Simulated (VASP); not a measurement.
A run of VASP 6.6.1 is set up as follows.

Contents of INCAR:

```
ALGO = Normal
EDIFF = 1E-6
ENCUT = 600
GGA = CA
GGA_COMPAT = False
ISIF = 2
ISMEAR = -1
LASPH = True
LCHARG = False
LREAL = False
LWAVE = False
NBANDS = 16
NELM = 120
PREC = Accurate
SIGMA = 0.05
```

The input KPOINTS:

```
k-points
0
Gamma
  10 10 9
```

Contents of POSCAR:

```
TaN
1.0
    2.8780239874      0.0000000000      0.0000000000
   -1.4390119937      2.4924418858      0.0000000000
    0.0000000000      0.0000000000      2.8241467514
Ta N
1 1
Direct
    0.0000000000      0.0000000000      0.5000000000
    0.6666666667      0.3333333333      0.0000000000
```

Potentials or basis: VASP PAW LDA potentials, release 64 (Ta_sv_GW, N).

Launch:

```bash
$ cat potpaw_LDA.64/Ta_sv_GW/POTCAR potpaw_LDA.64/N/POTCAR > POTCAR
$ mpirun -np 1 vasp_std > vasp.out
```

(1) What does it give for the band gap on the k mesh?

(2) Predict the pressure.

## Answers

(1) zero (band 9 reaches 13.25 eV, above the bottom of band 10 at 12.94 eV).

(2) 13.4 GPa.

Caveat: spin-orbit coupling is left out, which moves the levels of the heavy elements.
